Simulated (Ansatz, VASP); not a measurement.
# Si3As2: VASP beside Ansatz

```
Si As
1.0
     1.84242    1.06372    7.51121
    -1.84242    1.06372    7.51121
     0.00000   -2.12744    7.51121
Si As
3 2
Direct
  0.00000 0.00000 0.00000
  0.19613 0.19613 0.19613
  0.80387 0.80387 0.80387
  0.40031 0.40031 0.40031
  0.59969 0.59969 0.59969
```

Alike in both runs: functional PBE; k mesh 12 × 12 × 12; occupations gaussian, width 0.1 eV; no spin polarisation.

Ansatz relaxed the structure, and its values are those at the end. VASP's run is a single point on that final structure, the one shown.

|  | VASP | Ansatz |
| --- | --- | --- |
| version | VASP 6.6.1 | Ansatz 0.2.0 |
| potentials or method | VASP PAW PBE potentials, release 64 (Si, As), cutoff 520 eV | scalar-relativistic, plane waves, PAW |
| valence electrons in the cell | 22 | 42 |

Ansatz gave:

| Property | Result |
| --- | --- |
| gap on the k mesh at the Fermi level (eV) | none |
| pressure (GPa) | 0.0 |
| rms of the force components (eV/Å) | 0.004 |

Task: What did VASP give for the same quantities?

Result: gap on the k mesh at the Fermi level (eV): none; pressure (GPa): 0.1; rms of the force components (eV/Å): 0.008.

A gap of «none» marks a metal or a gap that the smearing closes. VASP's potentials hold 22 valence electrons a cell and Ansatz's 42, so a difference there can come from the potentials and not from the codes.
